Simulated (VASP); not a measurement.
Set up this calculation in VASP 6.6.1, as the native input.

```yaml
Task: single point
Functional: PBEsol
Dispersion: D3(BJ)
Potentials_or_basis: VASP PAW PBE potentials, release 64 (Li_sv)
Cutoff: 520 eV
k_mesh: 5 × 5 × 7
Occupations: methfessel-paxton, width 0.1 eV
Spin: no spin polarisation
Dipole_correction: no
Further_INCAR_settings: ALGO = Normal; EDIFF = 1e-06; NBANDS = 12
```

The structure of Li lies in POSCAR:

```
Li
1.0
    4.9195300000     -0.0140600000      0.0522700000
   -2.4719400000      4.3388300000     -0.0110300000
    0.0305100000      0.0101800000      2.8498100000
Li
3
Direct
    0.9911273887      0.9929466275      0.9879346463
    0.6600100000      0.3333333333      0.4808300000
    0.3280000000      0.6520300000      0.4962800000
```

These files were run (other wordings do the same):

INCAR

```
PREC = Accurate
ENCUT = 520
EDIFF = 1E-6
ISMEAR = 1
SIGMA = 0.1
LREAL = F
LASPH = T
NELM = 80
ALGO = Normal
ISIF = 2
LWAVE = F
LCHARG = F
GGA = PS
IVDW = 12
NBANDS = 12
```

KPOINTS

```
Automatic mesh
0
Gamma
  5 5 7
```

Potentials or basis: VASP PAW PBE potentials, release 64 (Li_sv).

The run is started by

```bash
$ cat potpaw_PBE.64/Li_sv/POTCAR > POTCAR
$ mpirun -np 1 vasp_std > vasp.out
```

It gave:

```
Largest force              : 0.093 eV/Å
Dispersion energy per atom : -0.149 eV
```

Caveat: the PAW data sets were made with another functional, which shifts forces and pressure a little.

It took 18 s on 1 thread of Intel(R) Xeon(R) 6975P-C (Granite Rapids), with other jobs on the host, peak memory 0.19 GiB.
